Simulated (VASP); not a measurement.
# Sc3Al13N16 (Cm) in VASP: single point with LDA

Aim: the single point of Sc3Al13N16 with LDA.

Everything below comes from runs of VASP 6.6.1. Logs are shortened: lines on timing, memory, paths and dates and some standing lists are left out, and cuts for length are marked.

## 1. The cell of the first run

It takes space group Cm (No. 8, monoclinic). The conventional cell has a = 10.970 Å, b = 6.318 Å, c = 10.003 Å, α = 90.00°, β = 90.04°, γ = 90.00°. Within 2.5 Å of Al (site symmetry m) lie 4 N at 1.90 to 1.91 Å. Al (site symmetry 1) has 4 N at 1.87 to 1.91 Å within 2.5 Å. Within 2.4 Å of Al (site symmetry 1) lie 4 N at 1.84 to 1.91 Å. Al (site symmetry m) has 4 N at 1.91 to 1.92 Å within 2.5 Å. Al (site symmetry m) has 4 N at 1.90 to 1.92 Å within 2.5 Å. Al (site symmetry 1) has 4 N at 1.86 to 1.91 Å within 2.5 Å. Within 2.5 Å of Al (site symmetry 1) lie 4 N at 1.86 to 1.91 Å. Within 2.5 Å of Al (site symmetry m) lie 4 N at 1.88 to 1.92 Å.

## 2. Single point, LDA

INCAR

```
ALGO     = Normal         # electronic algorithm
EDIFF    = 1E-6           # SCF threshold, eV
ENCUT    = 520            # plane-wave cutoff, eV
GGA      = CA             # functional
ISIF     = 2              # what is computed and relaxed
ISMEAR   = 0              # smearing method
LASPH    = T              # aspherical terms in the spheres
LCHARG   = F              # write CHGCAR
LREAL    = Auto         
LWAVE    = F              # write WAVECAR
NBANDS   = 98             # bands
NELM     = 80             # most SCF steps
PREC     = Accurate       # precision mode
SIGMA    = 0.01           # smearing width, eV
```

KPOINTS

```
k-points
0
Gamma
  3 3 2
```

POSCAR

```
Sc3Al13N16
1.0
    6.3298093028     -0.0065991024     -0.0020031752
   -3.1706196417      5.4784761061      0.0020031752
   -0.0031327618      0.0018087009     10.0027103608
Al Sc N
13 3 16
Direct
    0.1663968198      0.3336031802      0.0039256038
    0.1649881118      0.8325713220      0.0034966053
    0.1648261180      0.8291277242      0.4962750151
    0.6674286780      0.3350118882      0.0034966053
    0.6708722758      0.3351738820      0.4962750151
    0.6674058013      0.8325941987     -0.0012525589
    0.3355693409      0.1644306591      0.2480206738
    0.3332023046      0.6699058239      0.2434681951
    0.3298996999      0.6656642852      0.7570223611
    0.8300941761      0.1667976954      0.2434681951
    0.8343357148      0.1701003001      0.7570223611
    0.8347823825      0.6652176175      0.2473581545
    0.8359289724      0.6640710276      0.7524540906
    0.1630061243      0.3369938757      0.4932565010
    0.6656782379      0.8343217621      0.4986788163
    0.3354511598      0.1645488402      0.7487785591
    0.1672827574      0.3327172426      0.1948711619
    0.1579873544      0.3420126456      0.6999769498
    0.1650702606      0.8334046042      0.1906163226
    0.1574072117      0.8119493248      0.6867442023
    0.6665953958      0.3349297394      0.1906163226
    0.6880506752      0.3425927883      0.6867442023
    0.6680672624      0.8319327376      0.1898639233
    0.6664409123      0.8335590877      0.7077953055
    0.3425206029      0.1574793971      0.4400819396
    0.3332948835      0.1667051165      0.9542637085
    0.3267631459      0.6796225062      0.4288696556
    0.3312244844      0.6671054792      0.9473105451
    0.8203774938      0.1732368541      0.4288696556
    0.8328945208      0.1687755156      0.9473105451
    0.8415735147      0.6584264853      0.4352696608
    0.8345836066      0.6654163934      0.9430517059
```

Potentials or basis: VASP PAW LDA potentials, release 64 (Al, Sc_sv, N).

On the command line:

```sh
cat potpaw_LDA.64/Al/POTCAR potpaw_LDA.64/Sc_sv/POTCAR potpaw_LDA.64/N/POTCAR > POTCAR
mpirun -np 1 vasp_std > vasp.out
```

OUTCAR:

```text
EDIFF = 1E-6
   ENCUT = 520
   GGA = CA
   ISIF = 2
   ISMEAR = 0
   LASPH = T
   LREAL = Auto
   NELM = 80
   PREC = Accurate

 ion  position               nearest neighbor table
   1  0.166  0.334  0.004-  26 1.90  17 1.91  28 1.91  30 1.91   8 3.02  10 3.02   7 3.07   9 3.07
                            11 3.07  16 3.16   6 3.16   6 3.16   2 3.16   4 3.16   2 3.17   4 3.17
   2  0.165  0.833  0.003-  19 1.87  26 1.89  28 1.90  32 1.91   8 3.01  12 3.04   7 3.05   9 3.07
                            13 3.09  16 3.13   4 3.14   6 3.15   1 3.16   1 3.17   4 3.17   6 3.18
   3  0.165  0.829  0.496-  27 1.84  31 1.87  25 1.89  20 1.91  12 3.08   7 3.09   8 3.10  14 3.11
                             5 3.12  16 3.12  13 3.13  15 3.15   9 3.17  15 3.18   5 3.20  14 3.22
   4  0.667  0.335  0.003-  21 1.87  26 1.89  30 1.90  32 1.91  10 3.01  12 3.04   7 3.05  11 3.07
                            13 3.09  16 3.13   2 3.14   6 3.15   1 3.16   1 3.17   2 3.17   6 3.18
   5  0.671  0.335  0.496-  29 1.84  31 1.87  25 1.89  22 1.91  12 3.08   7 3.09  10 3.10  14 3.11
                             3 3.12  16 3.12  13 3.13  15 3.15  11 3.17  15 3.18   3 3.20  14 3.22
   6  0.667  0.833  0.999-  30 1.91  28 1.91  23 1.91  32 1.92  11 3.04   9 3.04  10 3.06   8 3.06
                            13 3.08  12 3.09   4 3.15   2 3.15   1 3.16   1 3.16   4 3.18   2 3.18
   7  0.336  0.164  0.248-  19 1.90  21 1.90  17 1.92  25 1.92   2 3.05   4 3.05   1 3.07   3 3.09
                             5 3.09  14 3.10   8 3.12  10 3.12  12 3.16  12 3.16   8 3.21  10 3.21
   8  0.333  0.670  0.243-  27 1.86  19 1.89  17 1.91  23 1.91   2 3.01   1 3.02   6 3.06  14 3.09
                             3 3.10   7 3.12  15 3.13  10 3.14  12 3.14  10 3.18  12 3.19   7 3.21
   9  0.330  0.666  0.757-  18 1.86  20 1.89  28 1.90  24 1.91   6 3.04   2 3.07   1 3.07  13 3.12
[... 17 lines left out ...]
  19  0.165  0.833  0.191-   2 1.87   8 1.89  12 1.90   7 1.90
  20  0.157  0.812  0.687-  13 1.88   9 1.89   3 1.91  16 2.03
  21  0.667  0.335  0.191-   4 1.87  10 1.89  12 1.90   7 1.90
  22  0.688  0.343  0.687-  13 1.88  11 1.89   5 1.91  16 2.03
[... 8 lines left out ...]
  31  0.842  0.658  0.435-   5 1.87   3 1.87  12 1.88  15 2.03
  32  0.835  0.665  0.943-  13 1.91   4 1.91   2 1.91   6 1.92

  LATTYP: Found a base centered monoclinic cell.
 ALAT       =    10.9701511486
 B/A-ratio  =     0.5759610088
 C/A-ratio  =     0.9118115949
 COS(beta)  =    -0.0007268468

  Lattice vectors:

 A1 = (   3.1706196417,  -5.4784761061,  -0.0020031752)
 A2 = (   6.3298093028,  -0.0065991024,  -0.0020031752)
 A3 = (  -0.0031327618,   0.0018087009,  10.0027103608)

Analysis of symmetry for initial positions (statically):
=====================================================================
 Subroutine PRICEL returns:
 Original cell was already a primitive cell.

 Routine SETGRP: Setting up the symmetry group for a
 base centered monoclinic supercell.

 Subroutine GETGRP returns: Found  2 space group operations
 (whereof  1 operations were pure point group operations)
 out of a pool of  4 trial point group operations.

The static configuration has the point symmetry C_1 .
 The point group associated with its full space group is C_1h.

Analysis of symmetry for dynamics (positions and initial velocities):
=====================================================================
 Subroutine PRICEL returns:
 Original cell was already a primitive cell.

 Routine SETGRP: Setting up the symmetry group for a
 base centered monoclinic supercell.

 Subroutine GETGRP returns: Found  2 space group operations
 (whereof  1 operations were pure point group operations)
 out of a pool of  4 trial point group operations.

The dynamic configuration has the point symmetry C_1 .
 The point group associated with its full space group is C_1h.

 Subroutine INISYM returns: Found  2 space group operations
 (whereof  1 operations are pure point group operations),
 and found     1 'primitive' translations

----------------------------------------------------------------------------------------

                                     Primitive cell

  volume of cell :     346.6617

  direct lattice vectors                    reciprocal lattice vectors
     6.329809303 -0.006599102 -0.002003175     0.158078031  0.091486252  0.000032966
    -3.170619642  5.478476106  0.002003175     0.000190403  0.182642717 -0.000032966
    -0.003132762  0.001808701 10.002710361     0.000031619 -0.000018255  0.099972917

  length of vectors
     6.329813060  6.329813060 10.002711015     0.182642819  0.182642819  0.099972924

  position of ions in fractional coordinates (direct lattice)
     0.166396820  0.333603180  0.003925604
     0.164988112  0.832571322  0.003496605
     0.164826118  0.829127724  0.496275015
     0.667428678  0.335011888  0.003496605
     0.670872276  0.335173882  0.496275015
     0.667405801  0.832594199  0.998747441
[... 24 lines left out ...]
     0.841573515  0.658426485  0.435269661
     0.834583607  0.665416393  0.943051706

  ion indices of the primitive-cell ions
   primitive index   ion index
                 1           1
                 2           2
                 3           3
                 4           4
                 5           5
                 6           6
[... 24 lines left out ...]
                31          31
                32          32

----------------------------------------------------------------------------------------

 KPOINTS: k-points

Automatic generation of k-mesh.
 Grid dimensions read from file:
 generate k-points for:    3    3    2

 Generating k-lattice:

  Cartesian coordinates                     Fractional coordinates (reciprocal lattice)
     0.052692677  0.030495417  0.000010989     0.333333333  0.000000000 -0.000000000
     0.000063468  0.060880906 -0.000010989    -0.000000000  0.333333333  0.000000000
     0.000015810 -0.000009128  0.049986458     0.000000000  0.000000000  0.500000000

  Length of vectors
     0.060880940  0.060880940  0.049986462

  Shift w.r.t. Gamma in fractional coordinates (k-lattice)
     0.000000000  0.000000000  0.000000000

 Subroutine IBZKPT returns following result:
 ===========================================

 Found      8 irreducible k-points:

 Following reciprocal coordinates:
            Coordinates               Weight
  0.000000  0.000000  0.000000      1.000000
  0.333333  0.000000 -0.000000      4.000000
  0.333333  0.333333 -0.000000      2.000000
 -0.333333  0.333333 -0.000000      2.000000
  0.000000  0.000000  0.500000      1.000000
  0.333333  0.000000  0.500000      4.000000
  0.333333  0.333333  0.500000      2.000000
 -0.333333  0.333333  0.500000      2.000000
   k-points           NKPTS =      8   k-points in BZ     NKDIM =      8   number of bands    NBANDS=     98
   number of dos      NEDOS =    301   number of ions     NIONS =     32
   total plane-waves  NPLWV = 184320
   dimension x,y,z NGX =    48 NGY =   48 NGZ =   80
   dimension x,y,z NGXF=    96 NGYF=   96 NGZF=  160
   ions per type =              13   3  16
   NGX,Y,Z   is equivalent  to a cutoff of  12.61, 12.61, 13.30 a.u.
   NGXF,Y,Z  is equivalent  to a cutoff of  25.21, 25.21, 26.59 a.u.
 SYSTEM =  unknown system
   PREC   = accura    normal or accurate (medium, high low for compatibility)
   ISTART =      0    job   : 0-new  1-cont  2-samecut
   ICHARG =      2    charge: 1-file 2-atom 10-const
   ISPIN  =      1    spin polarized calculation?
   LNONCOLLINEAR =      F non collinear calculations
   LSORBIT =      F    spin-orbit coupling
   LASPH  =      T    aspherical Exc in radial PAW
   ENCUT  =  520.0 eV  38.22 Ry    6.18 a.u.  11.77 11.77 18.60*2*pi/ulx,y,z
   NELM   =     80;   NELMIN=  2; NELMDL= -5     # of ELM steps
   EDIFF  = 0.1E-05   stopping-criterion for ELM
   LREAL  =      T    real-space projection
   EDIFFG = 0.1E-04   stopping-criterion for IOM
   NSW    =      0    number of steps for IOM
[... 5 lines left out ...]
   TEBEG  =    0.0;   TEEND  =   0.0 temperature during run
   PSTRESS=    0.0 pullay stress
   NELECT =     152.0000    total number of electrons
   NUPDOWN=      -1.0000    fix difference up-down
   EMIN   =  10.00;   EMAX   =-10.00  energy-range for DOS
   EFERMI =   0.00;   METHOD = LEGACY
   ISMEAR =     0;   SIGMA  =   0.01  broadening in eV -4-tet -1-fermi 0-gaus
   EFERMI_NEDOS =   21; number of points for ismear=-14 and -15
   IALGO  =     38    algorithm
   IMIX   =      4    mixing-type and parameters
     AMIX     =   0.40;   BMIX     =  1.00
     AMIX_MAG =   1.60;   BMIX_MAG =  1.00
  volume/ion in A,a.u.               =      10.83        73.11
  Fermi-wavevector in a.u.,A,eV,Ry     =   1.243715  2.350280 21.045844  1.546826
  Thomas-Fermi vector in A             =   2.378013
   LORBIT       =      0    0 simple, 1 ext, 2 COOP (PROOUT), +10 PAW based schemes
   GGA     = CA    functional components
   LHFCALC =     F    Hartree Fock is set to
   AEXX    =    0.0000 exact exchange contribution
   IVDW    =     0    specifies the selected vdW correction
   LEPSILON=     F    determine dielectric tensor
   LRPA    =     F    only Hartree local field effects (RPA)
 non-spin polarized calculation
 Gauss-broadening in eV      SIGMA  =   0.01
  energy-cutoff  :      520.00
  volume of cell :      346.66
 maximum number of plane-waves:      9386
   NGX = 23   NGY = 23   NGZ = 37

 number of electron     152.0000013 magnetization

 Free energy of the ion-electron system (eV)
  ---------------------------------------------------
  ext. energy  EPLUGINS =         0.00000000
  ---------------------------------------------------
  free energy    TOTEN  =      -269.85579314 eV

  energy without entropy =     -269.85579314  energy(sigma->0) =     -269.85579314

 E-fermi :   5.5027     XC(G=0): -11.3102

 val. band max:        5.3450744735   @ k =   0.0000   0.0000   0.0000
 cond. band min:       9.2167272926   @ k =   0.3333   0.3333  -0.0000
 fundamental gap:      3.8716528190
 Fermi energy:         5.5026990540

 k-point     1 :       0.0000    0.0000    0.0000
  band No.  band energies     occupation
      1     -40.6465      2.00000
      2     -40.5838      2.00000
      3     -40.5149      2.00000
      4     -20.0432      2.00000
      5     -19.9208      2.00000
      6     -19.8451      2.00000
[... 717 lines left out ...]
     87      10.9771      0.00000
     88      11.1370      0.00000
 [bands above 88 left out]

------------------------ aborting loop because EDIFF is reached ----------------------------------------

  FORCE on cell =-STRESS in cart. coord.  units (eV):
  Direction    XX          YY          ZZ          XY          YZ          ZX
  --------------------------------------------------------------------------------------
  -------------------------------------------------------------------------------------
  Total        1.6506031      1.6337896      1.5878013     -0.0145609      0.0017039     -0.0029512
  in kB        7.6286434      7.5509358      7.3383905     -0.0672967      0.0078748     -0.0136398
  external PRESSURE =       7.5059899 kB  Pullay stress =       0.0000000 kB

 VOLUME and BASIS-vectors are now :
 -----------------------------------------------------------------------------
  energy-cutoff  :      520.00
  volume of cell :      346.66
      direct lattice vectors                 reciprocal lattice vectors
     6.329809303 -0.006599102 -0.002003175     0.158078031  0.091486252  0.000032966
    -3.170619642  5.478476106  0.002003175     0.000190403  0.182642717 -0.000032966
    -0.003132762  0.001808701 10.002710361     0.000031619 -0.000018255  0.099972917

 POSITION                                       TOTAL-FORCE (eV/Angst)
 -----------------------------------------------------------------------------------
     -0.00448      1.82655      0.03960        -0.005064      0.002924     -0.003216
     -1.59543      4.56014      0.03631        -0.000079     -0.004036     -0.010602
     -1.58709      4.54217      4.96543        -0.010974      0.008041      0.011495
      3.16249      1.83096      0.03431         0.003456      0.002087     -0.010602
      3.18223      1.83271      4.96342        -0.012451      0.005483      0.011495
      1.58158      4.55875      9.99051         0.002048     -0.001182     -0.006523
[... 24 lines left out ...]
      3.23802      3.60241      4.35351         0.039418     -0.022758     -0.013949
      3.17002      3.64167      9.43273        -0.000209      0.000121      0.002884
 -----------------------------------------------------------------------------------
    total drift:                                0.008709     -0.005028      0.004369

  FREE ENERGIE OF THE ION-ELECTRON SYSTEM (eV)
  ---------------------------------------------------
  free  energy   TOTEN  =      -269.8557931449 eV

  energy  without entropy=     -269.8557931449  energy(sigma->0) =     -269.85579314
```

Wall time 9 min (1 thread of AMD EPYC 7R13 (Zen 3), shared host); peak memory 0.41 GiB.

Results:

```
Free energy            : -269.8558 eV
Pressure               : 0.8 GPa
Largest force          : 0.072 eV/Å
Band gap on the k mesh : 3.87 eV (least direct gap 3.89 eV)
```

Forces on the atoms (eV/Å):
```
Al  -0.005  0.003 -0.003
Al   0.000 -0.004 -0.011
Al  -0.011  0.008  0.011
Al   0.003  0.002 -0.011
Al  -0.012  0.005  0.011
Al   0.002 -0.001 -0.007
Al   0.000  0.000  0.002
Al   0.003 -0.001 -0.015
Al   0.004  0.008  0.000
Al   0.003 -0.002 -0.015
Al  -0.005 -0.007  0.000
Al  -0.002  0.001 -0.009
Al  -0.003  0.002 -0.002
Sc   0.021 -0.012  0.021
Sc   0.019 -0.011  0.030
Sc   0.006 -0.003 -0.002
N    0.001 -0.001  0.003
N   -0.047  0.027  0.026
N   -0.002  0.002  0.010
N    0.001 -0.051 -0.022
N   -0.002  0.001  0.010
N    0.045  0.025 -0.022
N    0.002 -0.001  0.002
N    0.000  0.000  0.047
N    0.043 -0.025 -0.018
N   -0.001  0.001  0.049
N   -0.048  0.032 -0.042
N   -0.001  0.000  0.005
N   -0.052  0.026 -0.042
N    0.000  0.001  0.005
N    0.039 -0.023 -0.014
N    0.000  0.000  0.003
```
